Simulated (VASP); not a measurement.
Input of a VASP 6.6.1 run:

The input INCAR:

```
PREC = Accurate
ENCUT = 600
EDIFF = 1E-7
ISMEAR = 0
SIGMA = 0.02
LREAL = False
LASPH = True
NELM = 120
ALGO = Normal
ISIF = 3
LWAVE = False
LCHARG = False
GGA = PS
IBRION = 2
NSW = 80
EDIFFG = -0.01
GGA_COMPAT = False
NELMIN = 4
```

KPOINTS

```
regular mesh
0
Gamma
  12 12 6
```

Contents of POSCAR:

```
AlN
1.0
    3.1138735468      0.0000000000      0.0000000000
   -1.5569367734      2.6966935957      0.0000000000
    0.0000000000      0.0000000000      4.9831607605
Al N
2 2
Direct
    0.6666666667      0.3333333333      0.4964886595
    0.3333333333      0.6666666667     -0.0035113405
    0.6666666667      0.3333333333      0.8785123405
    0.3333333333      0.6666666667      0.3785123405
```

Potentials or basis: VASP PAW PBE potentials, release 64 (Al, N).

Command:

```bash
$ cat potpaw_PBE.64/Al/POTCAR potpaw_PBE.64/N/POTCAR > POTCAR
$ mpirun -np 1 vasp_std > vasp.out
```

Task: Predict the relaxed cell.

Result: a = 3.112 Å, b = 3.112 Å, c = 4.981 Å, α = 90.00°, β = 90.00°, γ = 120.00°.

Task: Estimate the band gap on the k mesh.

Result: 4.12 eV.

Final structure:
```
CELL_PARAMETERS angstrom
3.11237 0.00000 0.00000
-1.55618 2.69539 0.00000
0.00000 0.00000 4.98111
ATOMIC_POSITIONS crystal
Al 0.66667 0.33333 0.49650
Al 0.33333 0.66667 0.99650
N 0.66667 0.33333 0.87850
N 0.33333 0.66667 0.37850
```

 A k mesh can miss the band edges.
